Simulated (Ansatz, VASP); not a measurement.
# Two plane-wave programs on BN

```
CELL_PARAMETERS angstrom
-2.55394 0.00000 0.00000
1.27697 -2.21178 0.00000
-1.27684 0.73719 12.68056
ATOMIC_POSITIONS crystal
B 0.25699 0.74301 0.22904
B 0.14589 0.85411 0.56237
B 0.03479 0.96521 0.89571
B 0.64588 0.35412 0.06237
B 0.53478 0.46522 0.39571
B 0.42368 0.57632 0.72904
N 0.29860 0.70140 0.10423
N 0.18750 0.81250 0.43756
N 0.07640 0.92360 0.77089
N 0.35418 0.64582 0.93756
N 0.57638 0.42362 0.27089
N 0.46528 0.53472 0.60423
```

Alike in both runs: task single point; functional PBE; k mesh 10 × 10 × 2; occupations gaussian, width 0.05 eV; no spin polarisation.

|  | VASP | Ansatz |
| --- | --- | --- |
| version | VASP 6.6.1 | Ansatz 0.2.0 |
| potentials or method | VASP PAW PBE potentials, release 64 (B, N), cutoff 520 eV | scalar-relativistic, plane waves, PAW |
| valence electrons in the cell | 48 | 48 |

```csv
,VASP,Ansatz,Ansatz less VASP
gap on the k mesh at the Fermi level (eV),2.13,2.13,+0.001
least direct gap on the mesh (eV),2.62,2.63,+0.005
pressure (GPa),4.2,3.9,-0.21
"traceless stress, the component that is largest in VASP (GPa)",20.57,20.66,+0.089
rms of the force components (eV/Å),0.877,0.879,+0.0019
```

Atom by atom the forces differ by 0.003 eV/Å (rms over components). With one functional, cell and mesh, what is left measures potentials, basis and numerics.
